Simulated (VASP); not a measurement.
# Cu (P6_3/mmc) in VASP: notebook

Runs on Cu. Level: PBEsol. Tasks: single point.

Everything below comes from runs of VASP 6.6.1. Logs are shortened: lines on timing, memory, paths and dates and some standing lists are left out, and cuts for length are marked.

## 1. The cell of the first run

Symmetry: P6_3/mmc, No. 194, hexagonal system. Conventional cell: a = 2.451 Å, b = 2.451 Å, c = 4.003 Å, α = 90.00°, β = 90.00°, γ = 120.00°. Within 3.2 Å of Cu (site symmetry -6m2) lie 12 Cu at 2.45 Å.

This isn't the form of Cu at room conditions, which is fcc.

## 2. Single point, PBEsol (10.42 Å³/atom)

INCAR reads:

```
ALGO = Fast
EDIFF = 1E-6
ENCUT = 520
GGA = PS
ISIF = 2
ISMEAR = 0
LASPH = True
LCHARG = True
LELF = True
LREAL = False
LVHAR = True
LWAVE = False
NBANDS = 18
NELM = 100
PREC = Accurate
SIGMA = 0.15
```

KPOINTS reads:

```
k-points
0
Gamma
  24 24 12
```

POSCAR reads:

```
Cu
1.0
    2.4513792691      0.0000000000      0.0000000000
   -1.2256896346      2.1229567214      0.0000000000
    0.0000000000      0.0000000000      4.0033264879
Cu
2
Direct
    0.3333333333      0.6666666667      0.2500000000
    0.6666666667      0.3333333333      0.7500000000
```

Potentials or basis: VASP PAW PBE potentials, release 64 (Cu).

Command:

```console
$ cat potpaw_PBE.64/Cu/POTCAR > POTCAR
$ mpirun -np 1 vasp_std > vasp.out
```

OUTCAR:

```text
EDIFF = 1E-6
   ENCUT = 520
   GGA = PS
   ISIF = 2
   ISMEAR = 0
   LASPH = True
   LREAL = False
   NELM = 100
   PREC = Accurate

 ion  position               nearest neighbor table
   1  0.333  0.667  0.250-   2 2.45   2 2.45   2 2.45   2 2.45   2 2.45   2 2.45
   2  0.667  0.333  0.750-   1 2.45   1 2.45   1 2.45   1 2.45   1 2.45   1 2.45

  LATTYP: Found a hexagonal cell.
 ALAT       =     2.4513792691
 C/A-ratio  =     1.6330914348

  Lattice vectors:

 A1 = (   2.4513792691,   0.0000000000,   0.0000000000)
 A2 = (  -1.2256896346,   2.1229567214,   0.0000000000)
 A3 = (   0.0000000000,   0.0000000000,   4.0033264879)

Analysis of symmetry for initial positions (statically):
=====================================================================
 Subroutine PRICEL returns:
 Original cell was already a primitive cell.

 Routine SETGRP: Setting up the symmetry group for a
 hexagonal supercell.

 Subroutine GETGRP returns: Found 24 space group operations
 (whereof 12 operations were pure point group operations)
 out of a pool of 24 trial point group operations.

The static configuration has the point symmetry D_3d.
 The point group associated with its full space group is D_6h.

Analysis of symmetry for dynamics (positions and initial velocities):
=====================================================================
 Subroutine PRICEL returns:
 Original cell was already a primitive cell.

 Routine SETGRP: Setting up the symmetry group for a
 hexagonal supercell.

 Subroutine GETGRP returns: Found 24 space group operations
 (whereof 12 operations were pure point group operations)
 out of a pool of 24 trial point group operations.

The dynamic configuration has the point symmetry D_3d.
 The point group associated with its full space group is D_6h.

 Subroutine INISYM returns: Found 24 space group operations
 (whereof 12 operations are pure point group operations),
 and found     1 'primitive' translations

----------------------------------------------------------------------------------------

                                     Primitive cell

  volume of cell :      20.8340

  direct lattice vectors                    reciprocal lattice vectors
     2.451379269  0.000000000  0.000000000     0.407933612  0.235520581  0.000000000
    -1.225689635  2.122956721  0.000000000     0.000000000  0.471041162  0.000000000
     0.000000000  0.000000000  4.003326488     0.000000000  0.000000000  0.249792267

  length of vectors
     2.451379269  2.451379269  4.003326488     0.471041162  0.471041162  0.249792267

  position of ions in fractional coordinates (direct lattice)
     0.333333333  0.666666667  0.250000000
     0.666666667  0.333333333  0.750000000

  ion indices of the primitive-cell ions
   primitive index   ion index
                 1           1
                 2           2

----------------------------------------------------------------------------------------

 KPOINTS: k-points

Automatic generation of k-mesh.
 Grid dimensions read from file:
 generate k-points for:   24   24   12

 Generating k-lattice:

  Cartesian coordinates                     Fractional coordinates (reciprocal lattice)
     0.016997234  0.009813358  0.000000000     0.041666667  0.000000000  0.000000000
     0.000000000  0.019626715  0.000000000     0.000000000  0.041666667  0.000000000
     0.000000000  0.000000000  0.020816022     0.000000000  0.000000000  0.083333333

  Length of vectors
     0.019626715  0.019626715  0.020816022

  Shift w.r.t. Gamma in fractional coordinates (k-lattice)
     0.000000000  0.000000000  0.000000000

 Subroutine IBZKPT returns following result:
 ===========================================

 Found    427 irreducible k-points:

 Following reciprocal coordinates:
            Coordinates               Weight
  0.000000  0.000000  0.000000      1.000000
  0.041667  0.000000  0.000000      6.000000
  0.083333  0.000000  0.000000      6.000000
  0.125000  0.000000  0.000000      6.000000
  0.166667  0.000000  0.000000      6.000000
  0.208333  0.000000  0.000000      6.000000
[... 16 lines left out ...]
  0.416667  0.041667  0.000000     12.000000
  0.458333  0.041667  0.000000     12.000000
 [... further k-points ...]
   k-points           NKPTS =    427   k-points in BZ     NKDIM =    427   number of bands    NBANDS=     18
   number of dos      NEDOS =    301   number of ions     NIONS =      2
   total plane-waves  NPLWV =   9720
   dimension x,y,z NGX =    18 NGY =   18 NGZ =   30
   dimension x,y,z NGXF=    36 NGYF=   36 NGZF=   60
   ions per type =               2
   NGX,Y,Z   is equivalent  to a cutoff of  12.21, 12.21, 12.46 a.u.
   NGXF,Y,Z  is equivalent  to a cutoff of  24.41, 24.41, 24.92 a.u.
 SYSTEM =  unknown system
   PREC   = accura    normal or accurate (medium, high low for compatibility)
   ISTART =      0    job   : 0-new  1-cont  2-samecut
   ICHARG =      2    charge: 1-file 2-atom 10-const
   ISPIN  =      1    spin polarized calculation?
   LNONCOLLINEAR =      F non collinear calculations
   LSORBIT =      F    spin-orbit coupling
   LASPH  =      T    aspherical Exc in radial PAW
   ENCUT  =  520.0 eV  38.22 Ry    6.18 a.u.   4.56  4.56  7.44*2*pi/ulx,y,z
   NELM   =    100;   NELMIN=  2; NELMDL= -5     # of ELM steps
   EDIFF  = 0.1E-05   stopping-criterion for ELM
   LREAL  =      F    real-space projection
   EDIFFG = 0.1E-04   stopping-criterion for IOM
   NSW    =      0    number of steps for IOM
   IBRION =     -1    ionic relax: 0-MD 1-quasi-New 2-CG
   NFREE  =      0    steps in history (QN), initial steepest desc. (CG)
   ISIF   =      2    stress and relaxation
   ISYM   =      2    0-nonsym 1-usesym 2-fastsym
   POTIM  = 0.5000    time-step for ionic-motion
   TEBEG  =    0.0;   TEEND  =   0.0 temperature during run
   PSTRESS=    0.0 pullay stress
   NELECT =      22.0000    total number of electrons
   NUPDOWN=      -1.0000    fix difference up-down
   EMIN   =  10.00;   EMAX   =-10.00  energy-range for DOS
   EFERMI =   0.00;   METHOD = LEGACY
   ISMEAR =     0;   SIGMA  =   0.15  broadening in eV -4-tet -1-fermi 0-gaus
   EFERMI_NEDOS =   21; number of points for ismear=-14 and -15
   IALGO  =     68    algorithm
   IMIX   =      4    mixing-type and parameters
     AMIX     =   0.40;   BMIX     =  1.00
     AMIX_MAG =   1.60;   BMIX_MAG =  1.00
  volume/ion in A,a.u.               =      10.42        70.30
  Fermi-wavevector in a.u.,A,eV,Ry     =   1.667087  3.150337 37.813010  2.779178
  Thomas-Fermi vector in A             =   2.753170
   LORBIT       =      0    0 simple, 1 ext, 2 COOP (PROOUT), +10 PAW based schemes
   GGA     = PS    functional components
   LHFCALC =     F    Hartree Fock is set to
   AEXX    =    0.0000 exact exchange contribution
   IVDW    =     0    specifies the selected vdW correction
   LEPSILON=     F    determine dielectric tensor
   LRPA    =     F    only Hartree local field effects (RPA)
 non-spin polarized calculation
 RMM-DIIS sequential band-by-band and
 Gauss-broadening in eV      SIGMA  =   0.15
  energy-cutoff  :      520.00
  volume of cell :       20.83
 maximum number of plane-waves:       578
   NGX =  9   NGY =  9   NGZ = 15

 number of electron      22.0000025 magnetization

 Free energy of the ion-electron system (eV)
  ---------------------------------------------------
  ext. energy  EPLUGINS =         0.00000000
  ---------------------------------------------------
  free energy    TOTEN  =        -8.50446063 eV

  energy without entropy =       -8.49812885  energy(sigma->0) =       -8.50129474

 E-fermi :   9.0333     XC(G=0): -13.6582

 val. band max:        9.0206775184   @ k =   0.2500   0.2500   0.2500
 cond. band min:       9.0386968458   @ k =   0.5000   0.0000   0.0000
 fundamental gap:      0.0180193274
 Fermi energy:         9.0332656469

 k-point     1 :       0.0000    0.0000    0.0000
  band No.  band energies     occupation
      1      -1.3339      2.00000
      2       3.1965      2.00000
      3       5.6035      2.00000
      4       5.6749      2.00000
      5       5.6749      2.00000
      6       5.9307      2.00000
[... 10 lines left out ...]
     17      34.3145      0.00000
     18      34.3352      0.00000

 k-point     2 :       0.0417    0.0000    0.0000
  band No.  band energies     occupation
      1      -1.2722      2.00000
      2       3.2339      2.00000
      3       5.5495      2.00000
      4       5.6997      2.00000
      5       5.7221      2.00000
      6       5.9176      2.00000
[... 10 lines left out ...]
     17      34.5225      0.00000
     18      34.5865      0.00000

 k-point     3 :       0.0833    0.0000    0.0000
  band No.  band energies     occupation
      1      -1.0882      2.00000
      2       3.3421      2.00000
      3       5.4564      2.00000
      4       5.7731      2.00000
      5       5.7914      2.00000
      6       5.8868      2.00000
[... 10 lines left out ...]
     17      34.5726      0.00000
     18      35.1173      0.00000

 k-point     4 :       0.1250    0.0000    0.0000
  band No.  band energies     occupation
      1      -0.7854      2.00000
      2       3.5086      2.00000
      3       5.3449      2.00000
      4       5.7782      2.00000
      5       5.7911      2.00000
      6       5.8916      2.00000
[... 375 lines left out ...]
      4       5.2215      2.00000
      5       5.6173      2.00000
      6       5.7685      2.00000
[... 10 lines left out ...]
     17      23.8224      0.00000
     18      30.6011      0.00000

 k-point    23 :       0.4167    0.0417    0.0000
  band No.  band energies     occupation
      1       3.3248      2.00000
      2       3.8438      2.00000
      3       4.0645      2.00000
      4       5.3725      2.00000
      5       5.5876      2.00000
      6       5.7174      2.00000
[... 10 lines left out ...]
     17      22.9411      0.00000
     18      30.4639      0.00000

 k-point    24 :       0.4583    0.0417    0.0000
  band No.  band energies     occupation
      1       3.5173      2.00000
      2       3.7754      2.00000
      3       4.0244      2.00000
      4       5.4844      2.00000
      5       5.5736      2.00000
      6       5.6898      2.00000
[... 10 lines left out ...]
     17      22.6864      0.00000
     18      30.3981      0.00000

 [... further k-points ...]
[... 5 lines left out ...]
  --------------------------------------------------------------------------------------
  -------------------------------------------------------------------------------------
  Total        2.4803010      2.4803010      2.5925593     -0.0000000     -0.0000000      0.0000000
  in kB      190.7402353    190.7402353    199.3731243     -0.0000000     -0.0000000      0.0000000
  external PRESSURE =     193.6178650 kB  Pullay stress =       0.0000000 kB

 VOLUME and BASIS-vectors are now :
 -----------------------------------------------------------------------------
  energy-cutoff  :      520.00
  volume of cell :       20.83
      direct lattice vectors                 reciprocal lattice vectors
     2.451379269  0.000000000  0.000000000     0.407933612  0.235520581  0.000000000
    -1.225689635  2.122956721  0.000000000     0.000000000  0.471041162  0.000000000
     0.000000000  0.000000000  4.003326488     0.000000000  0.000000000  0.249792267

 POSITION                                       TOTAL-FORCE (eV/Angst)
 -----------------------------------------------------------------------------------
     -0.00000      1.41530      1.00083        -0.000000      0.000000      0.000000
      1.22569      0.70765      3.00249         0.000000     -0.000000      0.000000
 -----------------------------------------------------------------------------------
    total drift:                               -0.000000      0.000000     -0.000000

  FREE ENERGIE OF THE ION-ELECTRON SYSTEM (eV)
  ---------------------------------------------------
  free  energy   TOTEN  =        -8.5044606260 eV

  energy  without entropy=       -8.4981288470  energy(sigma->0) =       -8.50129474
```

Run time: 1.7 min. Hardware: 1 thread of Intel Xeon 6975P-C (Granite Rapids), shared host; peak memory 0.23 GiB.

What came out:

* Free energy: -8.5045 eV
* Pressure: 19.4 GPa
* Band gap on the k mesh: zero (bands 11 and 12 overlap by 6.48 eV)

Levels at points of the mesh, in eV from the Fermi level:
```tsv
k point	band 7	band 8	band 9	band 10	band 11	band 12	band 13	band 14	band 15	band 16
(0.00, 0.00, 0.00)	-3.10	-2.75	-2.75	-1.85	-1.85	-1.40	4.43	22.37	23.70	23.70
(0.50, 0.00, 0.00)	-3.07	-1.73	-1.68	-1.62	0.01	1.83	8.36	8.90	11.49	12.28
(0.00, 0.00, 0.50)	-3.41	-3.41	-2.12	-2.12	-2.12	-2.12	13.54	13.54	23.12	23.12
(0.50, 0.00, 0.50)	-2.09	-2.09	-1.66	-1.66	0.35	0.35	5.57	5.57	17.43	17.43
```

Caveat: the cell stands under pressure; the PAW data sets were made with another functional, which shifts forces and pressure a little.

## 3. Single point, PBEsol (10.42 Å³/atom)

INCAR reads:

```
  ALGO = Fast
  EDIFF = 1E-6
  ENCUT = 520
  GGA = PS
  ISIF = 2
  ISMEAR = 0
  LASPH = T
  LCHARG = F
  LREAL = F
  LWAVE = F
  NBANDS = 18
  NELM = 100
  PREC = Accurate
  SIGMA = 0.15
```

KPOINTS is that of step 2.

POSCAR reads:

```
Cu
1.0
    2.5179814814      0.0000000000      0.0000000000
   -1.2589907407      2.1806359292      0.0000000000
    0.0000000000      0.0000000000      3.7943462944
Cu
2
Direct
    0.3333333333      0.6666666667      0.2500000000
    0.6666666667      0.3333333333      0.7500000000
```

Potentials or basis: VASP PAW PBE potentials, release 64 (Cu).

Command:

```console
$ cat potpaw_PBE.64/Cu/POTCAR > POTCAR
$ mpirun -np 1 vasp_std > vasp.out
```

It took 1.7 min on 1 thread of Intel Xeon 6975P-C (Granite Rapids), shared host; peak memory 0.23 GiB.

It converged, with:

- Free energy: -8.4258 eV
- Pressure: 19.2 GPa
- Band gap on the k mesh: zero (bands 11 and 12 overlap by 6.03 eV)

Stress tensor (GPa, compression positive):
```
12.27  0.00  0.00
 0.00 12.27  0.00
 0.00  0.00 33.20
```

Levels at points of the mesh, in eV from the Fermi level:
```csv
k point,band 8,band 9,band 10,band 11,band 12,band 13,band 14,band 15
"(0.00, 0.00, 0.00)",-3.04,-3.04,-1.86,-1.86,-0.53,5.65,21.22,21.82
"(0.50, 0.00, 0.00)",-1.93,-1.74,-1.58,-0.21,1.48,8.81,9.59,11.96
"(0.00, 0.00, 0.50)",-3.54,-2.12,-2.12,-2.12,-2.12,15.78,15.78,22.04
"(0.50, 0.00, 0.50)",-2.16,-1.81,-1.81,0.24,0.24,5.35,5.35,16.50
```

Caveat: the cell stands under pressure; the PAW data sets were made with another functional, which shifts forces and pressure a little.

## 4. Single point, PBEsol (10.87 Å³/atom)

This run uses another cell than the first one, of 10.87 Å³/atom.

INCAR reads:

```
SYSTEM = Cu
ALGO = Fast
EDIFF = 1E-7
ENCUT = 520
GGA = PS
ISIF = 2
ISMEAR = 0
LASPH = .TRUE.
LCHARG = .FALSE.
LREAL = .FALSE.
LWAVE = .FALSE.
NBANDS = 18
NELM = 60
PREC = Accurate
SIGMA = 0.15
```

KPOINTS reads:

```
k-points
0
G
  24 24 12
  0 0 0
```

POSCAR reads:

```
Cu
1.0
    2.5883725050      0.0000000000      0.0000000000
   -1.2941862525      2.2415963438      0.0000000000
    0.0000000000      0.0000000000      3.7469280382
Cu
2
Direct
    0.3333333333      0.6666666667      0.2500000000
    0.6666666667      0.3333333333      0.7500000000
```

Command:

```console
$ cat potpaw_PBE.64/Cu/POTCAR > POTCAR
$ mpirun -np 1 vasp_std > vasp.out
```

Wall time 1.8 min (1 thread of Intel Xeon 6975P-C (Granite Rapids), shared host); peak memory 0.23 GiB.

Results (log left out):

```
Free energy            : -8.4312 eV
Pressure               : 11.3 GPa
Band gap on the k mesh : zero (bands 11 and 12 overlap by 5.64 eV)
```

Stress tensor (GPa, compression positive):
```
 3.32  0.00  0.00
 0.00  3.32  0.00
 0.00  0.00 27.29
```

Levels at points of the mesh, in eV from the Fermi level:
```
           k point  band 8  band 9  band 10  band 11  band 12  band 13  band 14  band 15
(0.00, 0.00, 0.00)   -2.90   -2.82    -1.78    -1.78     0.08     6.06    20.33    20.33
(0.50, 0.00, 0.00)   -1.94   -1.72    -1.47    -0.29     1.24     8.86     9.76    11.77
(0.00, 0.00, 0.50)   -3.26   -2.00    -2.00    -2.00    -2.00    16.55    16.55    21.22
(0.50, 0.00, 0.50)   -2.08   -1.79    -1.79     0.27     0.27     5.06     5.06    15.68
```

Caveat: the cell stands under pressure; the PAW data sets were made with another functional, which shifts forces and pressure a little.

## 5. Overview

```tsv
cell	further INCAR settings	gap on the mesh (eV)	pressure (GPa)
a = 2.451, b = 2.451, c = 4.003 Å, angles 90.0, 90.0, 120.0°, 2 atoms	ALGO = Fast; EDIFF = 1e-06; NBANDS = 18	none	19.4
a = 2.518, b = 2.518, c = 3.794 Å, angles 90.0, 90.0, 120.0°, 2 atoms	ALGO = Fast; EDIFF = 1e-06; NBANDS = 18	none	19.2
a = 2.588, b = 2.588, c = 3.747 Å, angles 90.0, 90.0, 120.0°, 2 atoms	ALGO = Fast; EDIFF = 1e-07; NBANDS = 18	none	11.3
```

Alike in all rows: task single point; level PBEsol; potentials or basis VASP PAW PBE potentials, release 64 (Cu); no spin polarisation; k mesh 24 × 24 × 12; cutoff (eV) 520; smearing gaussian 0.15 eV.

Caveats: the cell stands under pressure; the PAW data sets were made with another functional, which shifts forces and pressure a little.

Absolute energies hang on the potentials; compare differences alone.
